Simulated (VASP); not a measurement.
# CuGe2 (I4/mmm) in VASP: single point with PBE

Aim: the single point of CuGe2 with PBE.

All numbers are computed with VASP 6.6.1; they aren't measurements. Logs are shortened: lines on timing, memory, paths and dates and some standing lists are left out, and cuts for length are marked.

## (1) The cell of the first run

The structure is tetragonal, space group I4/mmm (No. 139). The conventional cell has a = 2.632 Å, b = 2.632 Å, c = 9.141 Å, α = 90.00°, β = 90.00°, γ = 90.00°. Within 3.1 Å of Cu (site symmetry 4/mmm) lie 8 Ge at 2.37 Å and 4 Cu at 2.63 Å. Ge (site symmetry 4mm) has 4 Cu at 2.37 Å and 9 Ge at 2.48 to 2.93 Å within 3.1 Å.

## (2) Single point, PBE

INCAR

```
  PREC = Accurate
  ENCUT = 520
  EDIFF = 1E-7
  ISMEAR = 0
  SIGMA = 0.1
  LREAL = False
  LASPH = True
  NELM = 100
  ALGO = Normal
  ISIF = 2
  LWAVE = False
  LCHARG = True
  GGA = PE
  LELF = True
  LVHAR = True
  NBANDS = 26
```

KPOINTS

```
Automatic mesh
0
Gamma
  10 10 10
```

POSCAR

```
CuGe2
1.0
   -1.3162215768      1.3162215768      4.5707269710
    1.3162215768     -1.3162215768      4.5707269710
    1.3162215768      1.3162215768     -4.5707269710
Cu Ge
1 2
Direct
    0.0000000000      0.0000000000      0.0000000000
    0.3400000000      0.3400000000      0.0000000000
    0.6600000000      0.6600000000      0.0000000000
```

Potentials or basis: VASP PAW PBE potentials, release 64 (Cu, Ge_d).

Run with:

```
cat potpaw_PBE.64/Cu/POTCAR potpaw_PBE.64/Ge_d/POTCAR > POTCAR
mpirun -np 1 vasp_std > vasp.out
```

OUTCAR:

```text
PREC = Accurate
   ENCUT = 520
   EDIFF = 1E-7
   ISMEAR = 0
   LREAL = False
   LASPH = True
   NELM = 100
   ISIF = 2
   GGA = PE

 ion  position               nearest neighbor table
   1  0.000  0.000  0.000-   3 2.37   3 2.37   3 2.37   2 2.37   3 2.37   2 2.37   2 2.37   2 2.37

   2  0.340  0.340  0.000-   1 2.37   1 2.37   1 2.37   1 2.37   3 2.48   3 2.48   3 2.48   3 2.48

   3  0.660  0.660  0.000-   1 2.37   1 2.37   1 2.37   1 2.37   2 2.48   2 2.48   2 2.48   2 2.48

  LATTYP: Found a body centered tetragonal cell.
 ALAT       =     2.6324431536
 C/A-ratio  =     3.4726120978

  Lattice vectors:

 A1 = (  -1.3162215768,   1.3162215768,   4.5707269710)
 A2 = (   1.3162215768,  -1.3162215768,   4.5707269710)
 A3 = (   1.3162215768,   1.3162215768,  -4.5707269710)

Analysis of symmetry for initial positions (statically):
=====================================================================
 Subroutine PRICEL returns:
 Original cell was already a primitive cell.

 Routine SETGRP: Setting up the symmetry group for a
 body centered tetragonal supercell.

 Subroutine GETGRP returns: Found 16 space group operations
 (whereof 16 operations were pure point group operations)
 out of a pool of 16 trial point group operations.

The static configuration has the point symmetry D_4h.

Analysis of symmetry for dynamics (positions and initial velocities):
=====================================================================
 Subroutine PRICEL returns:
 Original cell was already a primitive cell.

 Routine SETGRP: Setting up the symmetry group for a
 body centered tetragonal supercell.

 Subroutine GETGRP returns: Found 16 space group operations
 (whereof 16 operations were pure point group operations)
 out of a pool of 16 trial point group operations.

The dynamic configuration has the point symmetry D_4h.

 Subroutine INISYM returns: Found 16 space group operations
 (whereof 16 operations are pure point group operations),
 and found     1 'primitive' translations

----------------------------------------------------------------------------------------

                                     Primitive cell

  volume of cell :      31.6740

  direct lattice vectors                    reciprocal lattice vectors
    -1.316221577  1.316221577  4.570726971     0.000000000  0.379875250  0.109391789
     1.316221577 -1.316221577  4.570726971     0.379875250  0.000000000  0.109391789
     1.316221577  1.316221577 -4.570726971     0.379875250  0.379875250  0.000000000

  length of vectors
     4.935222743  4.935222743  4.935222743     0.395312242  0.395312242  0.537224730

  position of ions in fractional coordinates (direct lattice)
     0.000000000  0.000000000  0.000000000
     0.340000000  0.340000000  0.000000000
     0.660000000  0.660000000  0.000000000

  ion indices of the primitive-cell ions
   primitive index   ion index
                 1           1
                 2           2
                 3           3

----------------------------------------------------------------------------------------

 KPOINTS: Automatic mesh

Automatic generation of k-mesh.
 Grid dimensions read from file:
 generate k-points for:   10   10   10

 Generating k-lattice:

  Cartesian coordinates                     Fractional coordinates (reciprocal lattice)
     0.000000000  0.037987525  0.010939179     0.100000000  0.000000000  0.000000000
     0.037987525  0.000000000  0.010939179     0.000000000  0.100000000  0.000000000
     0.037987525  0.037987525  0.000000000     0.000000000  0.000000000  0.100000000

  Length of vectors
     0.039531224  0.039531224  0.053722473

  Shift w.r.t. Gamma in fractional coordinates (k-lattice)
     0.000000000  0.000000000  0.000000000

 Subroutine IBZKPT returns following result:
 ===========================================

 Found    102 irreducible k-points:

 Following reciprocal coordinates:
            Coordinates               Weight
  0.000000  0.000000  0.000000      1.000000
  0.100000 -0.000000  0.000000      8.000000
  0.200000 -0.000000  0.000000      8.000000
  0.300000 -0.000000  0.000000      8.000000
  0.400000 -0.000000  0.000000      8.000000
  0.500000 -0.000000  0.000000      4.000000
[... 16 lines left out ...]
  0.300000  0.300000  0.000000      8.000000
  0.400000  0.300000  0.000000     16.000000
 [... further k-points ...]
   k-points           NKPTS =    102   k-points in BZ     NKDIM =    102   number of bands    NBANDS=     26
   number of dos      NEDOS =    301   number of ions     NIONS =      3
   total plane-waves  NPLWV =  64000
   dimension x,y,z NGX =    40 NGY =   40 NGZ =   40
   dimension x,y,z NGXF=    80 NGYF=   80 NGZF=   80
   ions per type =               1   2
   NGX,Y,Z   is equivalent  to a cutoff of  13.47, 13.47, 13.47 a.u.
   NGXF,Y,Z  is equivalent  to a cutoff of  26.95, 26.95, 26.95 a.u.
 SYSTEM =  unknown system
   PREC   = accura    normal or accurate (medium, high low for compatibility)
   ISTART =      0    job   : 0-new  1-cont  2-samecut
   ICHARG =      2    charge: 1-file 2-atom 10-const
   ISPIN  =      1    spin polarized calculation?
   LNONCOLLINEAR =      F non collinear calculations
   LSORBIT =      F    spin-orbit coupling
   LASPH  =      T    aspherical Exc in radial PAW
   ENCUT  =  520.0 eV  38.22 Ry    6.18 a.u.   9.18  9.18  9.18*2*pi/ulx,y,z
   NELM   =    100;   NELMIN=  2; NELMDL= -5     # of ELM steps
   EDIFF  = 0.1E-06   stopping-criterion for ELM
   LREAL  =      F    real-space projection
   EDIFFG = 0.1E-05   stopping-criterion for IOM
   NSW    =      0    number of steps for IOM
   IBRION =     -1    ionic relax: 0-MD 1-quasi-New 2-CG
   NFREE  =      0    steps in history (QN), initial steepest desc. (CG)
   ISIF   =      2    stress and relaxation
   ISYM   =      2    0-nonsym 1-usesym 2-fastsym
   POTIM  = 0.5000    time-step for ionic-motion
   TEBEG  =    0.0;   TEEND  =   0.0 temperature during run
   PSTRESS=    0.0 pullay stress
   NELECT =      39.0000    total number of electrons
   NUPDOWN=      -1.0000    fix difference up-down
   EMIN   =  10.00;   EMAX   =-10.00  energy-range for DOS
   EFERMI =   0.00;   METHOD = LEGACY
   ISMEAR =     0;   SIGMA  =   0.10  broadening in eV -4-tet -1-fermi 0-gaus
   EFERMI_NEDOS =   21; number of points for ismear=-14 and -15
   IALGO  =     38    algorithm
   IMIX   =      4    mixing-type and parameters
     AMIX     =   0.40;   BMIX     =  1.00
     AMIX_MAG =   1.60;   BMIX_MAG =  1.00
  volume/ion in A,a.u.               =      10.56        71.25
  Fermi-wavevector in a.u.,A,eV,Ry     =   1.754669  3.315844 41.890492  3.078864
  Thomas-Fermi vector in A             =   2.824565
   LORBIT       =      0    0 simple, 1 ext, 2 COOP (PROOUT), +10 PAW based schemes
   GGA     = PE    functional components
   LHFCALC =     F    Hartree Fock is set to
   AEXX    =    0.0000 exact exchange contribution
   IVDW    =     0    specifies the selected vdW correction
   LEPSILON=     F    determine dielectric tensor
   LRPA    =     F    only Hartree local field effects (RPA)
 non-spin polarized calculation
 Gauss-broadening in eV      SIGMA  =   0.10
  energy-cutoff  :      520.00
  volume of cell :       31.67
 maximum number of plane-waves:       865
 NGX is ok and might be reduce to    40
   NGX = 19   NGY = 19   NGZ = 19

 number of electron      38.9999995 magnetization

 Free energy of the ion-electron system (eV)
  ---------------------------------------------------
  ext. energy  EPLUGINS =         0.00000000
  ---------------------------------------------------
  free energy    TOTEN  =        -8.16217530 eV

  energy without entropy =       -8.15907825  energy(sigma->0) =       -8.16062678

 E-fermi :  13.6667     XC(G=0): -14.1952

 val. band max:       13.6458403200   @ k =   0.4000   0.2000   0.1000
 cond. band min:      13.6750813814   @ k =   0.5000  -0.0000   0.0000
 fundamental gap:      0.0292410614
 Fermi energy:        13.6667223494

 k-point     1 :       0.0000    0.0000    0.0000
  band No.  band energies     occupation
      1     -12.0690      2.00000
      2     -11.9356      2.00000
      3     -11.8860      2.00000
      4     -11.8320      2.00000
      5     -11.8320      2.00000
      6     -11.7449      2.00000
[... 18 lines left out ...]
     25      24.7980      0.00000
     26      25.2656      0.00000

 k-point     2 :       0.1000   -0.0000    0.0000
  band No.  band energies     occupation
      1     -12.0503      2.00000
      2     -11.9210      2.00000
      3     -11.8740      2.00000
      4     -11.8350      2.00000
      5     -11.8317      2.00000
      6     -11.7448      2.00000
[... 18 lines left out ...]
     25      24.9494      0.00000
     26      25.4787      0.00000

 k-point     3 :       0.2000   -0.0000    0.0000
  band No.  band energies     occupation
      1     -12.0119      2.00000
      2     -11.8840      2.00000
      3     -11.8563      2.00000
      4     -11.8338      2.00000
      5     -11.8288      2.00000
      6     -11.7816      2.00000
[... 18 lines left out ...]
     25      25.7109      0.00000
     26      26.6909      0.00000

 k-point     4 :       0.3000   -0.0000    0.0000
  band No.  band energies     occupation
      1     -11.9799      2.00000
      2     -11.8779      2.00000
      3     -11.8559      2.00000
      4     -11.8435      2.00000
      5     -11.8206      2.00000
      6     -11.7709      2.00000
[... 18 lines left out ...]
     25      24.7892      0.00000
     26      26.5319      0.00000

 k-point     5 :       0.4000   -0.0000    0.0000
  band No.  band energies     occupation
      1     -11.9582      2.00000
      2     -11.9003      2.00000
      3     -11.8588      2.00000
      4     -11.8519      2.00000
      5     -11.8476      2.00000
      6     -11.7954      2.00000
[... 18 lines left out ...]
     25      24.6914      0.00000
     26      26.5573      0.00000

 k-point     6 :       0.5000   -0.0000    0.0000
  band No.  band energies     occupation
      1     -11.9420      2.00000
      2     -11.9248      2.00000
      3     -11.8669      2.00000
      4     -11.8564      2.00000
      5     -11.8331      2.00000
      6     -11.8236      2.00000
[... 427 lines left out ...]
 k-point    21 :      -0.3000    0.2000   -0.0000
  band No.  band energies     occupation
      1     -11.9484      2.00000
      2     -11.9106      2.00000
      3     -11.8664      2.00000
      4     -11.8093      2.00000
      5     -11.7826      2.00000
      6     -11.7647      2.00000
[... 18 lines left out ...]
     25      25.9102      0.00000
     26      27.7003      0.00000

 k-point    22 :      -0.2000    0.2000    0.0000
  band No.  band energies     occupation
      1     -11.9519      2.00000
      2     -11.8617      2.00000
      3     -11.8580      2.00000
      4     -11.8408      2.00000
      5     -11.7897      2.00000
      6     -11.7892      2.00000
[... 18 lines left out ...]
     25      28.1041      0.00000
     26      28.7916      0.00000

 k-point    23 :       0.3000    0.3000    0.0000
  band No.  band energies     occupation
      1     -11.9760      2.00000
      2     -11.9444      2.00000
      3     -11.9057      2.00000
      4     -11.8148      2.00000
      5     -11.7352      2.00000
      6     -11.7245      2.00000
[... 18 lines left out ...]
     25      21.1021      0.00000
     26      23.4611      0.00000

 k-point    24 :       0.4000    0.3000    0.0000
  band No.  band energies     occupation
      1     -11.9968      2.00000
      2     -11.9733      2.00000
      3     -11.9232      2.00000
      4     -11.8661      2.00000
      5     -11.7214      2.00000
      6     -11.6776      2.00000
[... 18 lines left out ...]
     25      20.0495      0.00000
     26      21.9338      0.00000

 [... further k-points ...]

------------------------ aborting loop because EDIFF is reached ----------------------------------------

  FORCE on cell =-STRESS in cart. coord.  units (eV):
  Direction    XX          YY          ZZ          XY          YZ          ZX
  --------------------------------------------------------------------------------------
  -------------------------------------------------------------------------------------
  Total       19.6016368     19.6016368     22.9182726      0.0000000      0.0000000      0.0000000
  in kB      991.5157976    991.5157976   1159.2822349      0.0000000      0.0000000      0.0000000
  external PRESSURE =    1047.4379433 kB  Pullay stress =       0.0000000 kB

 VOLUME and BASIS-vectors are now :
 -----------------------------------------------------------------------------
  energy-cutoff  :      520.00
  volume of cell :       31.67
      direct lattice vectors                 reciprocal lattice vectors
    -1.316221577  1.316221577  4.570726971     0.000000000  0.379875250  0.109391789
     1.316221577 -1.316221577  4.570726971     0.379875250  0.000000000  0.109391789
     1.316221577  1.316221577 -4.570726971     0.379875250  0.379875250  0.000000000

 POSITION                                       TOTAL-FORCE (eV/Angst)
 -----------------------------------------------------------------------------------
      0.00000      0.00000      0.00000        -0.000000     -0.000000     -0.000000
      0.00000      0.00000      3.10809         0.000000      0.000000      0.886173
      0.00000      0.00000      6.03336         0.000000      0.000000     -0.886173
 -----------------------------------------------------------------------------------
    total drift:                                0.000000      0.000000     -0.000000

  FREE ENERGIE OF THE ION-ELECTRON SYSTEM (eV)
  ---------------------------------------------------
  free  energy   TOTEN  =        -8.1621752981 eV

  energy  without entropy=       -8.1590782550  energy(sigma->0) =       -8.16062678
```

Wall time 2.8 min (1 thread of Intel Xeon Platinum 8488C (Sapphire Rapids), shared host); peak memory 0.28 GiB.

Results:

```
Free energy   : -8.1622 eV
Pressure      : 104.7 GPa
Largest force : 0.886 eV/Å
```

Forces in eV/Å, atoms in the order of the input:
```
Cu   0.000  0.000  0.000
Ge   0.000  0.000  0.886
Ge   0.000  0.000 -0.886
```

Stress tensor (GPa, compression positive):
```
 99.15   0.00   0.00
  0.00  99.15   0.00
  0.00   0.00 115.93
```
